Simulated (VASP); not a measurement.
# NiO2: single point with PBEsol

The system is NiO2.

```
Ni O
1.0
     2.78399    0.00000    0.00000
    -1.39199    2.41100    0.00000
     0.00000    0.00000    4.97261
Ni O
1 2
Direct
  0.00000 0.00000 0.50000
  0.66667 0.33333 0.63738
  0.33333 0.66667 0.36262
```

This cell differs from its parent crystal: c/a of the conventional cell at fixed volume 1.7861.

| Quantity | Value |
| --- | --- |
| Program | VASP 6.6.1 |
| Task | single point |
| Functional | PBEsol |
| Potentials or basis | VASP PAW PBE potentials, release 64 (Ni, O) |
| Cutoff | 520 eV |
| k mesh | 12 × 12 × 6 |
| Occupations | gaussian, width 0.05 eV |
| Spin | no spin polarisation |

The pressure is 45.2 GPa. The largest force is 5.729 eV/Å. The band gap on the k mesh is 0.84 eV, indirect (least direct gap 1.33 eV).

Forces on the atoms (eV/Å):
```
Ni   0.000  0.000  0.000
O    0.000  0.000  5.729
O    0.000  0.000 -5.729
```

Stress tensor (GPa, compression positive):
```
49.21  0.00  0.00
 0.00 49.21  0.00
 0.00  0.00 37.15
```

Levels at points of the mesh, in eV from the valence-band top:
```
           k point  band 7  band 8  band 9  band 10  band 11  band 12  band 13  band 14  band 15  band 16
(0.00, 0.00, 0.00)   -2.96   -2.33   -2.00    -2.00    -0.10     2.57     2.57     6.58    11.28    14.28
(0.50, 0.00, 0.00)   -4.39   -2.85   -2.64    -1.86    -1.17     1.23     2.67    11.68    11.92    13.81
(0.00, 0.00, 0.50)   -2.96   -2.75   -2.00    -2.00     0.00     2.58     2.58     7.64    10.37    12.78
(0.50, 0.00, 0.50)   -4.35   -2.85   -2.63    -1.70    -1.20     1.22     2.66    10.74    12.23    14.60
```

It took 80 s on 1 thread of Intel(R) Xeon(R) Platinum 8375C CPU @ 2.90GHz (Ice Lake), on a shared host, peak memory 0.19 GiB.

Caveat: the PAW data sets were made with another functional, which shifts forces and pressure a little. A k mesh can miss the band edges.
